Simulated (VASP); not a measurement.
A run of VASP 6.6.1 is set up as follows.

INCAR

```
  ALGO = Normal
  EDIFF = 1E-6
  EDIFFG = -0.002
  ENCUT = 600
  GGA = RP
  IBRION = 2
  ISIF = 3
  ISMEAR = 0
  LASPH = True
  LCHARG = False
  LREAL = False
  LWAVE = False
  NELM = 60
  NSW = 100
  PREC = Accurate
  SIGMA = 0.1
```

The input KPOINTS:

```
k-points
0
Gamma
  16 16 16
```

Contents of POSCAR:

```
Cu
1.0
    0.0000000000      1.8250000000      1.8250000000
    1.8250000000      0.0000000000      1.8250000000
    1.8250000000      1.8250000000      0.0000000000
Cu
1
Direct
    0.0000000000      0.0000000000      0.0000000000
```

Potentials or basis: VASP PAW PBE potentials, release 64 (Cu).

Command:

```console
$ cat potpaw_PBE.64/Cu/POTCAR > POTCAR
$ mpirun -np 1 vasp_std > vasp.out
```

Problem. Predict the relaxed volume.

Solution. 12.46 Å³/atom.

Problem. Estimate the relaxed cell.

Solution. a = 2.603 Å, b = 2.603 Å, c = 2.603 Å, α = 60.00°, β = 60.00°, γ = 60.00°.

Problem. Estimate the space group after relaxing (to 0.05 Å).

Solution. Fm-3m (No. 225).

Final structure:
```yaml
crystal:
  lattice:
    - [0.00000, 1.84027, 1.84027]
    - [1.84027, 0.00000, 1.84027]
    - [1.84027, 1.84027, 0.00000]
  atoms:
    - { symbol: Cu, position: [0.00000, 0.00000, 0.00000] }
```

Caveat: the PAW data sets were made with another functional, which shifts forces and pressure a little. RPBE and its kin give volumes clearly too large for solids.
